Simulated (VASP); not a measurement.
Here is a VASP 6.6.1 calculation.

File INCAR:

```
PREC     = Accurate       # precision mode
ENCUT    = 500            # plane-wave cutoff, eV
EDIFF    = 1E-7           # SCF threshold, eV
ISMEAR   = 0              # smearing method
SIGMA    = 0.02           # smearing width, eV
LREAL    = F              # projectors in reciprocal space
LASPH    = T              # aspherical terms in the spheres
NELM     = 120            # most SCF steps
ALGO     = Normal         # electronic algorithm
ISIF     = 3              # what is computed and relaxed
LWAVE    = F              # write WAVECAR
LCHARG   = F              # write CHGCAR
GGA      = PE             # functional
IBRION   = 2              # ionic algorithm
NSW      = 50             # ionic steps
EDIFFG   = -0.003         # ionic threshold
GGA_COMPAT= F            
NELMIN   = 4
```

File KPOINTS:

```
regular mesh
0
Gamma
  8 8 8
```

POSCAR

```
GaP
1.0
    0.0000000000      2.7529801883      2.7529801883
    2.7529801883      0.0000000000      2.7529801883
    2.7529801883      2.7529801883      0.0000000000
Ga P
1 1
Direct
    0.0000000000      0.0000000000      0.0000000000
    0.2500000000      0.2500000000      0.2500000000
```

Potentials or basis: VASP PAW PBE potentials, release 64 (Ga_d, P).

Command:

```sh
$ cat potpaw_PBE.64/Ga_d/POTCAR potpaw_PBE.64/P/POTCAR > POTCAR
$ mpirun -np 1 vasp_std > vasp.out
```

**Question.** What does it give for the band gap on the k mesh?

**Answer.** 1.58 eV, direct.

Final structure:
```
Ga P
1.0
     0.00000    2.75298    2.75298
     2.75298    0.00000    2.75298
     2.75298    2.75298    0.00000
Ga P
1 1
Direct
  0.00000 0.00000 0.00000
  0.25000 0.25000 0.25000
```

Caveat: the relaxation stopped at its first step, so nothing moved. A k mesh can miss the band edges.
